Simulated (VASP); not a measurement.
A run of VASP 6.6.1 is set up as follows.

File INCAR:

```
  ALGO = Normal
  EDIFF = 1E-7
  ENCUT = 520
  GGA = PE
  ISIF = 2
  ISMEAR = 0
  LASPH = True
  LCHARG = True
  LELF = True
  LREAL = False
  LVHAR = True
  LWAVE = False
  NBANDS = 22
  NELM = 60
  PREC = Accurate
  SIGMA = 0.1
```

The input KPOINTS:

```
k-points
0
Gamma
  6 6 6
```

The input POSCAR:

```
BaCa2
1.0
   -2.0990569482      2.0990569482      5.1492490760
    2.0990569482     -2.0990569482      5.1492490760
    2.0990569482      2.0990569482     -5.1492490760
Ba Ca
1 2
Direct
    0.0000000000      0.0000000000      0.0000000000
    0.6650000000      0.6650000000      0.0000000000
    0.3350000000      0.3350000000      0.0000000000
```

Potentials or basis: VASP PAW PBE potentials, release 64 (Ba_sv, Ca_sv).

Command:

```console
$ cat potpaw_PBE.64/Ba_sv/POTCAR potpaw_PBE.64/Ca_sv/POTCAR > POTCAR
$ mpirun -np 1 vasp_std > vasp.out
```

**Question.** Estimate the largest force.

**Answer.** 0.238 eV/Å.

**Question.** Estimate the band gap on the k mesh.

**Answer.** Zero (bands 15 and 16 overlap by 0.78 eV).

**Question.** Predict the pressure.

**Answer.** 12.7 GPa.

Stress tensor (GPa, compression positive):
```
11.67  0.00  0.00
 0.00 11.67  0.00
 0.00  0.00 14.84
```

Caveat: the cell stands under pressure; spin-orbit coupling is left out, which moves the levels of the heavy elements.
